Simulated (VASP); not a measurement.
**TiAl: single point with PBEsol**

Crystal: TiAl.

```
CELL_PARAMETERS angstrom
2.85085 0.00000 0.00000
-1.42542 2.46891 0.00000
0.00000 0.00000 4.61253
ATOMIC_POSITIONS crystal
Ti 0.00000 0.00000 0.00000
Al 0.33333 0.66667 0.50000
```

```yaml
Program: VASP 6.6.1
Task: single point
Functional: PBEsol
Potentials_or_basis: VASP PAW PBE potentials, release 64 (Ti_sv, Al)
Cutoff: 520 eV
k_mesh: 11 × 11 × 6
Occupations: fermi-dirac, width 0.05 eV
Spin: no spin polarisation
Dipole_correction: no
Further_INCAR_settings: ALGO = Normal; EDIFF = 1e-06; NBANDS = 14
```

The pressure is 0.0 GPa.

Stress tensor (GPa, compression positive):
```
-0.04  0.00  0.00
 0.00 -0.04  0.00
 0.00  0.00  0.05
```

Levels at points of the mesh, in eV from the Fermi level:
| k point | band 3 | band 4 | band 5 | band 6 | band 7 | band 8 | band 9 | band 10 | band 11 | band 12 |
| --- | --- | --- | --- | --- | --- | --- | --- | --- | --- | --- |
| (0.00, 0.00, 0.00) | -32.21 | -32.21 | -8.99 | -2.28 | -1.74 | 1.32 | 1.32 | 2.84 | 2.84 | 4.15 |
| (0.00, 0.00, 0.50) | -32.21 | -32.21 | -8.05 | -5.30 | -0.39 | 1.33 | 1.33 | 2.75 | 2.75 | 7.03 |

Wall time 25 s on 1 thread of Intel(R) Xeon(R) Platinum 8375C CPU @ 2.90GHz (Ice Lake), with other jobs on the host, peak memory 0.17 GiB.

Caveat: the PAW data sets were made with another functional, which shifts forces and pressure a little.
